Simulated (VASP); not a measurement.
# TlF3 in VASP: notebook, part 2 of 2

VASP 6.6.1.

## Step 3: Single point, PBE, non-collinear spin, zero start, spin-orbit coupling

INCAR reads:

```
SYSTEM = TlF3
PREC = Accurate
ENCUT = 520
EDIFF = 1E-7
ISMEAR = 0
SIGMA = 0.01
LREAL = .FALSE.
LASPH = .TRUE.
NELM = 150
ALGO = Normal
ISIF = 2
LWAVE = .FALSE.
LCHARG = .FALSE.
MAGMOM = 0 0 0 0 0 0 0 0 0 0 0 0
LORBIT = 11
LSORBIT = .TRUE.
GGA_COMPAT = .FALSE.
LORBMOM = .TRUE.
GGA = PE
NBANDS = 48
```

KPOINTS reads:

```
regular mesh
0
G
  1 1 1
  0 0 0
```

POSCAR reads:

```
TlF3
1.0
   11.9000000000      0.0000000000      0.0000000000
    0.0000000000      9.0000000000      0.0000000000
    0.0000000000      0.0000000000     12.6200000000
Tl F
1 3
Direct
    0.4518411800      0.5000000000      0.4998296400
    0.3781512600      0.5000000000      0.6430816200
    0.3781512600      0.5000000000      0.3565768600
    0.6214554600      0.5000000000      0.4998296400
```

Potentials or basis: VASP PAW PBE potentials, release 64 (Tl_d, F).

Launch:

```
$ cat potpaw_PBE.64/Tl_d/POTCAR potpaw_PBE.64/F/POTCAR > POTCAR
$ mpirun -np 1 vasp_ncl > vasp.out
```

OUTCAR:

```text
SYSTEM = TlF3
   PREC = Accurate
   ENCUT = 520
   EDIFF = 1E-7
   ISMEAR = 0
   LREAL = .FALSE.
   LASPH = .TRUE.
   NELM = 150
   ISIF = 2
   LORBIT = 11
   LSORBIT = .TRUE.
   GGA = PE

 ion  position               nearest neighbor table
   1  0.452  0.500  0.500-   2 2.01   3 2.01   4 2.02
   2  0.378  0.500  0.643-   1 2.01
   3  0.378  0.500  0.357-   1 2.01
   4  0.621  0.500  0.500-   1 2.02

  LATTYP: Found a simple orthorhombic cell.
 ALAT       =     9.0000000000
 B/A-ratio  =     1.3222222222
 C/A-ratio  =     1.4022222222

  Lattice vectors:

 A1 = (   0.0000000000,  -9.0000000000,   0.0000000000)
 A2 = (  11.9000000000,   0.0000000000,   0.0000000000)
 A3 = (   0.0000000000,   0.0000000000,  12.6200000000)

Analysis of symmetry for initial positions (statically):
=====================================================================
 Subroutine PRICEL returns:
 Original cell was already a primitive cell.

 Routine SETGRP: Setting up the symmetry group for a
 simple orthorhombic supercell.

 Subroutine GETGRP returns: Found  4 space group operations
 (whereof  2 operations were pure point group operations)
 out of a pool of  8 trial point group operations.

The static configuration has the point symmetry C_1h.
 The point group associated with its full space group is C_2v.

Analysis of symmetry for dynamics (positions and initial velocities):
=====================================================================
 Subroutine PRICEL returns:
 Original cell was already a primitive cell.

 Routine SETGRP: Setting up the symmetry group for a
 simple orthorhombic supercell.

 Subroutine GETGRP returns: Found  4 space group operations
 (whereof  2 operations were pure point group operations)
 out of a pool of  8 trial point group operations.

The dynamic configuration has the point symmetry C_1h.
 The point group associated with its full space group is C_2v.

Analysis of structural, dynamic, and magnetic symmetry:
=====================================================================
 Subroutine PRICEL returns:
 Original cell was already a primitive cell.

 Routine SETGRP: Setting up the symmetry group for a
 simple orthorhombic supercell.

 Subroutine GETGRP returns: Found  4 space group operations
 (whereof  2 operations were pure point group operations)
 out of a pool of  8 trial point group operations.

The overall configuration has the point symmetry C_1h.
 The point group associated with its full space group is C_2v.

 Subroutine INISYM returns: Found  4 space group operations
 (whereof  2 operations are pure point group operations),
 and found     1 'primitive' translations

----------------------------------------------------------------------------------------

                                     Primitive cell

  volume of cell :    1351.6020

  direct lattice vectors                    reciprocal lattice vectors
    11.900000000  0.000000000  0.000000000     0.084033613  0.000000000  0.000000000
     0.000000000  9.000000000  0.000000000     0.000000000  0.111111111  0.000000000
     0.000000000  0.000000000 12.620000000     0.000000000  0.000000000  0.079239303

  length of vectors
    11.900000000  9.000000000 12.620000000     0.084033613  0.111111111  0.079239303

  position of ions in fractional coordinates (direct lattice)
[... 175 lines left out ...]
  in kB        0.9577466     -0.1273037      0.8027674      0.0000000      0.0000000      0.0000000
  external PRESSURE =       0.5444034 kB  Pullay stress =       0.0000000 kB

 VOLUME and BASIS-vectors are now :
 -----------------------------------------------------------------------------
  energy-cutoff  :      520.00
  volume of cell :     1351.60
      direct lattice vectors                 reciprocal lattice vectors
    11.900000000  0.000000000  0.000000000     0.084033613  0.000000000  0.000000000
     0.000000000  9.000000000  0.000000000     0.000000000  0.111111111  0.000000000
     0.000000000  0.000000000 12.620000000     0.000000000  0.000000000  0.079239303

 POSITION                                       TOTAL-FORCE (eV/Angst)
 -----------------------------------------------------------------------------------
      5.37691      4.50000      6.30785        -0.079590      0.000000      0.000000
      4.50000      4.50000      8.11569        -0.136729      0.000000      0.225977
      4.50000      4.50000      4.50000        -0.136729      0.000000     -0.225977
      7.39532      4.50000      6.30785         0.353048      0.000000      0.000000
 -----------------------------------------------------------------------------------
    total drift:                                0.000489      0.000000      0.018748

  FREE ENERGIE OF THE ION-ELECTRON SYSTEM (eV)
  ---------------------------------------------------
  free  energy   TOTEN  =       -13.1208405580 eV

  energy  without entropy=      -13.1208405580  energy(sigma->0) =      -13.12084056

 orbital moment (x)

 # of ion     p       d       tot
 ----------------------------------------
  1         0.000   0.000   0.000
  2         0.000   0.000   0.000
  3         0.000   0.000   0.000
  4         0.000   0.000   0.000
 ----------------------------------------
            0.000   0.000   0.000

 orbital moment (y)

 # of ion     p       d       tot
 ----------------------------------------
  1         0.000   0.000   0.000
  2        -0.000   0.000  -0.000
  3         0.000   0.000   0.000
  4         0.000   0.000   0.000
 ----------------------------------------
            0.000   0.000   0.000

 orbital moment (z)

 # of ion     p       d       tot
 ----------------------------------------
  1         0.000  -0.000  -0.000
  2         0.000   0.000   0.000
  3         0.000   0.000   0.000
  4         0.000   0.000   0.000
 ----------------------------------------
            0.000  -0.000  -0.000

 Spin-Orbit-Coupling matrix elements

 Ion:    1  E_soc:     -0.4983931
 l=   1
     0.0000000    -0.0322767    -0.0317920
    -0.0322767     0.0000000    -0.0407386
    -0.0317920    -0.0407386     0.0000000
 l=   2
     0.0000000    -0.0090540     0.0000000    -0.0090865    -0.0391960
    -0.0090540     0.0000000    -0.0295006    -0.0089513    -0.0108265
     0.0000000    -0.0295006     0.0000000    -0.0287300     0.0000000
    -0.0090865    -0.0089513    -0.0287300     0.0000000    -0.0090444
    -0.0391960    -0.0108265     0.0000000    -0.0090444     0.0000000
 l=   3
     0.0000000     0.0000000     0.0000000     0.0000000     0.0000000     0.0000000     0.0000000
     0.0000000     0.0000000     0.0000000     0.0000000     0.0000000     0.0000000     0.0000000
     0.0000000     0.0000000     0.0000000     0.0000000     0.0000000     0.0000000     0.0000000
     0.0000000     0.0000000     0.0000000     0.0000000     0.0000000     0.0000000     0.0000000
[... 49 lines left out ...]
 l=   2
     0.0000000     0.0000000     0.0000000     0.0000000     0.0000000
     0.0000000     0.0000000     0.0000000     0.0000000     0.0000000
     0.0000000     0.0000000     0.0000000     0.0000000     0.0000000
     0.0000000     0.0000000     0.0000000     0.0000000     0.0000000
     0.0000000     0.0000000     0.0000000     0.0000000     0.0000000
 l=   3
     0.0000000     0.0000000     0.0000000     0.0000000     0.0000000     0.0000000     0.0000000
     0.0000000     0.0000000     0.0000000     0.0000000     0.0000000     0.0000000     0.0000000
     0.0000000     0.0000000     0.0000000     0.0000000     0.0000000     0.0000000     0.0000000
     0.0000000     0.0000000     0.0000000     0.0000000     0.0000000     0.0000000     0.0000000
     0.0000000     0.0000000     0.0000000     0.0000000     0.0000000     0.0000000     0.0000000
     0.0000000     0.0000000     0.0000000     0.0000000     0.0000000     0.0000000     0.0000000
     0.0000000     0.0000000     0.0000000     0.0000000     0.0000000     0.0000000     0.0000000

 total charge

# of ion       s       p       d       tot
------------------------------------------
    1        0.822   0.493   9.816  11.131
    2        1.748   4.256   0.000   6.004
    3        1.748   4.256   0.000   6.004
    4        1.748   4.261   0.000   6.008
--------------------------------------------------
tot          6.066  13.266   9.816  29.148

 magnetization (x)

# of ion       s       p       d       tot
------------------------------------------
    1        0.000   0.000   0.000   0.000
    2        0.000   0.000   0.000   0.000
    3        0.000   0.000   0.000   0.000
    4        0.000   0.000   0.000   0.000
--------------------------------------------------
tot          0.000   0.000   0.000   0.000

 magnetization (y)

# of ion       s       p       d       tot
------------------------------------------
    1        0.000   0.000   0.000   0.000
    2        0.000   0.000   0.000   0.000
    3       -0.000  -0.000   0.000  -0.000
    4        0.000   0.000   0.000   0.000
--------------------------------------------------
tot         -0.000   0.000   0.000  -0.000

 magnetization (z)

# of ion       s       p       d       tot
------------------------------------------
    1        0.000   0.000   0.000   0.000
    2        0.000   0.000   0.000   0.000
    3        0.000   0.000   0.000   0.000
    4        0.000   0.000   0.000   0.000
--------------------------------------------------
tot          0.000   0.000   0.000   0.000
```

Run time: 17 min. Hardware: 1 thread of Intel Xeon Platinum 8488C (Sapphire Rapids), shared host; peak memory 3.1 GiB.

Results:

```yaml
Free_energy: -13.1208 eV
Largest_force: 0.353 eV/Å
Net_moment: 0.00 μB per cell
Valence_electrons_inside_the_program's_atomic_spheres: Tl 11.13; F 6.00, 6.01 (each value once)
```

Forces in eV/Å, atoms in the order of the input:
```
Tl  -0.080  0.000  0.000
F   -0.137  0.000  0.226
F   -0.137  0.000 -0.226
F    0.353  0.000  0.000
```

Moments on the atoms (μB; x, y, z):
```
Tl  0.00 0.00 0.00
F   0.00 0.00 0.00
F   0.00 0.00 0.00
F   0.00 0.00 0.00
```
